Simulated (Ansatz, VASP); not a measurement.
One calculation of Gd, two programs

The input INCAR:

```
SYSTEM = Gd
  ALGO = Normal
  EDIFF = 1E-6
  ENCUT = 520
  GGA = PE
  ISIF = 2
  ISMEAR = -1
  ISPIN = 2
  LASPH = .True.
  LCHARG = .False.
  LMAXMIX = 6
  LORBIT = 11
  LREAL = .False.
  LWAVE = .False.
  MAGMOM = 7
  NBANDS = 19
  NELM = 150
  PREC = Accurate
  SIGMA = 0.08
```

KPOINTS

```
k-points
0
Gamma
  15 15 15
  0 0 0
```

File POSCAR:

```
Gd
1.0
   -1.6310428729      1.6310428729      1.6310428729
    1.6310428729     -1.6310428729      1.6310428729
    1.6310428729      1.6310428729     -1.6310428729
Gd
1
Direct
    0.0000000000      0.0000000000      0.0000000000
```

Input for Ansatz:

```yaml
crystal:
  lattice:
    - [-1.6310428729, 1.6310428729, 1.6310428729]
    - [1.6310428729, -1.6310428729, 1.6310428729]
    - [1.6310428729, 1.6310428729, -1.6310428729]
  atoms:
    - { symbol: Gd, position: [0.0, 0.0, 0.0], spin: 7.0 }
magnetization:
  spin_polarized: true
kpoints:
  mp_grid: { grid: [15, 15, 15] }
scf:
  occupations: { method: fermi_dirac, width: 0.08 }
hamiltonian:
  xc: pbe
  pseudopotentials: { kind: all_electron, lapw: { basis_error: 0.001 } }
output:
  forces: true
  stress: true
  eigenvalues: true
  populations: true
```

Change from the starting cell: volume scaled by 0.52, LAPW.

Alike in both runs: task single point; functional PBE; k mesh 15 × 15 × 15; occupations fermi-dirac, width 0.08 eV; collinear spin.

|  | VASP | Ansatz |
| --- | --- | --- |
| version | VASP 6.6.1 | Ansatz 0.2.0 |
| potentials or method | VASP PAW PBE potentials, release 64 (Gd), cutoff 520 eV | all-electron LAPW, scalar-relativistic |

Ansatz gave:

| Item | Value |
| --- | --- |
| pressure (GPa) | 59.6 |
| net moment per atom (μB) | 7.26 |
| size of the moment on the site where the two differ most (μB) | 7.12 |

What did VASP give for the same quantities?

Pressure (GPa): 60.7; net moment per atom (μB): 7.27; size of the moment on the site where the two differ most (μB): 6.88.

Site moments also hang on the region over which each program counts them. Both programs put the cell under a high pressure, so it lies far from rest at this level. Ansatz ran all-electron here, and VASP with PAW potentials.

Spin-orbit coupling is off throughout. Noted on VASP's run: the cell as given lies far from equilibrium.
